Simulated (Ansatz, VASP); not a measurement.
## Cl in VASP and in Ansatz

```xyz
4
Lattice="3.4716 -1.9394 0.0000 3.4716 1.9394 0.0000 0.0000 0.0000 8.0040" Properties=species:S:1:pos:R:3 pbc="T T T"
Cl    3.4716   -1.4484    0.8903
Cl    3.4716   -0.4910    4.8923
Cl    3.4716    1.4484    7.1137
Cl    3.4716    0.4910    3.1117
```

Alike in both runs: functional PBEsol; k mesh 8 × 8 × 4; no spin polarisation.

Ansatz relaxed the structure, and its values are those at the end. VASP's run is a single point on that final structure, the one shown.

|  | VASP | Ansatz |
| --- | --- | --- |
| version | VASP 6.6.1 | Ansatz 0.2.0 |
| potentials or method | VASP PAW PBE potentials, release 64 (Cl), cutoff 520 eV | scalar-relativistic, plane waves, PAW |
| occupations | gaussian, width 0.01 eV | fixed |
| valence electrons in the cell | 28 | 28 |

|  | VASP | Ansatz | Ansatz less VASP |
| --- | --- | --- | --- |
| gap on the k mesh at the Fermi level (eV) | 2.07 | 2.02 | -0.047 |
| least direct gap on the mesh (eV) | 2.07 | 2.02 | -0.047 |
| pressure (GPa) | -0.3 | 0.0 | +0.28 |
| rms of the force components (eV/Å) | 0.083 | 0.000 | -0.0828 |

VASP's potentials were made for PBE, not for PBEsol.
